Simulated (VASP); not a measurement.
Au, 1 atom in the cell. Symmetry: P6/mmm, No. 191, hexagonal system. The conventional cell has a = 2.823 Å, b = 2.823 Å, c = 2.802 Å, α = 90.00°, β = 90.00°, γ = 120.00°. Within 3.7 Å of Au (site symmetry 6/mmm) lie 8 Au at 2.80 to 2.82 Å. 

| Quantity | Value |
| --- | --- |
| Program | VASP 6.6.1 |
| Task | density of states |
| Functional | PBE |
| Potentials or basis | VASP PAW PBE potentials, release 64 (Au) |
| Cutoff | 520 eV |
| k mesh | 15 × 15 × 14 |
| Occupations | fermi-dirac, width 0.08 eV |
| Spin | no spin polarisation |
| Dipole correction | no |
| k mesh for the DOS | 23 × 23 × 21 |
| Occupations for the DOS | tetrahedron |
| Further INCAR settings | ALGO = Normal; EDIFF = 1e-07 |

Potentials or basis: VASP PAW PBE potentials, release 64 (Au).

Run with:

```sh
$ cat potpaw_PBE.64/Au/POTCAR > POTCAR
$ cp INCAR.step1 INCAR
$ cp KPOINTS.step1 KPOINTS
$ mpirun -np 1 vasp_std > vasp.out
$ cp INCAR.step2 INCAR
$ cp KPOINTS.step2 KPOINTS
$ mpirun -np 1 vasp_std > vasp.out
```

Hardware: 1 thread of Intel(R) Xeon(R) 6975P-C (Granite Rapids), on a shared host.

Q: Estimate the wall time of this run.

A: Run time: 30 s on 1 thread of Intel(R) Xeon(R) 6975P-C (Granite Rapids), with other jobs on the host, peak memory 0.24 GiB. Counts: k points 616.
